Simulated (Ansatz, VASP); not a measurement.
**Two plane-wave programs on SnO2**

```
CELL_PARAMETERS angstrom
4.86291 0.00000 0.00000
0.00000 4.86597 0.00000
0.00000 0.00000 3.19002
ATOMIC_POSITIONS crystal
Sn 0.50000 0.50000 0.50000
Sn 0.00000 0.00000 0.00000
O 0.30557 0.30657 0.00000
O 0.80557 0.19343 0.50000
O 0.19443 0.80657 0.50000
O 0.69443 0.69343 0.00000
```

Change from the starting cell: strain +0.030 along x and y, +0.000 along z, atoms carried along.

Alike in both runs: task single point; functional LDA; k mesh 6 × 6 × 8; occupations gaussian, width 0.05 eV; no spin polarisation.

```csv
,VASP,Ansatz
version,VASP 6.6.1,Ansatz 0.2.0
potentials or method,"VASP PAW LDA potentials, release 64 (Sn_d, O), cutoff 520 eV","scalar-relativistic, plane waves, PAW"
valence electrons in the cell,52,52
```

VASP gave:

```
gap on the k mesh at the Fermi level (eV)                     : 0.63
least direct gap on the mesh (eV)                             : 0.63
pressure (GPa)                                                : -9.1
traceless stress, the component that is largest in VASP (GPa) : 2.19
rms of the force components (eV/Å)                            : 0.062
```

Question: What did Ansatz give for the same quantities?

Answer: gap on the k mesh at the Fermi level (eV): 0.60; least direct gap on the mesh (eV): 0.60; pressure (GPa): -10.0; traceless stress, the component that is largest in VASP (GPa): 1.88; rms of the force components (eV/Å): 0.077.

LDA's correlation is that of Perdew and Zunger in VASP and of Perdew and Wang (1992) in Ansatz. Atom by atom the forces differ by 0.014 eV/Å (rms over components).
